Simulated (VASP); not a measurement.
Write the native input for VASP 6.6.1 that does the following.

```yaml
Task: single point
Functional: revPBE
Potentials_or_basis: VASP PAW PBE potentials, release 64 (Mo_sv)
Cutoff: 520 eV
k_mesh: 13 × 13 × 9
Occupations: fermi-dirac, width 0.1 eV
Spin: no spin polarisation
Dipole_correction: no
Further_INCAR_settings: ALGO = Normal; EDIFF = 1e-07; NBANDS = 21; ISYM = 0
```

The structure of Mo lies in POSCAR:

```
Mo
1.0
   -1.9247522523      1.9245994210      1.3311215115
    1.9245994210     -1.9247522523      1.3311215115
    3.1690439935      3.1690439935     -1.3314014224
Mo
2
Direct
    0.9999595626      0.0000404374      0.0000000000
    0.7500404374      0.2499595626      0.5000000000
```

These files were run (other wordings do the same):

INCAR

```
PREC = Accurate
ENCUT = 520
EDIFF = 1E-7
ISMEAR = -1
SIGMA = 0.1
LREAL = False
LASPH = True
NELM = 100
ALGO = Normal
ISIF = 2
LWAVE = False
LCHARG = True
GGA = RE
LELF = True
LVHAR = True
ISYM = 0
NBANDS = 21
```

KPOINTS

```
Automatic mesh
0
Gamma
  13 13 9
```

Potentials or basis: VASP PAW PBE potentials, release 64 (Mo_sv).

Launch:

```console
$ cat potpaw_PBE.64/Mo_sv/POTCAR > POTCAR
$ mpirun -np 1 vasp_std > vasp.out
```

It gave:

```
Pressure               : 0.5 GPa
Band gap on the k mesh : zero (bands 14 and 15 overlap by 1.53 eV)
```

Caveat: the PAW data sets were made with another functional, which shifts forces and pressure a little.

It took 13 min on 1 thread of Oxide Virtual Turin-like Processor, with other jobs on the host, peak memory 0.46 GiB.
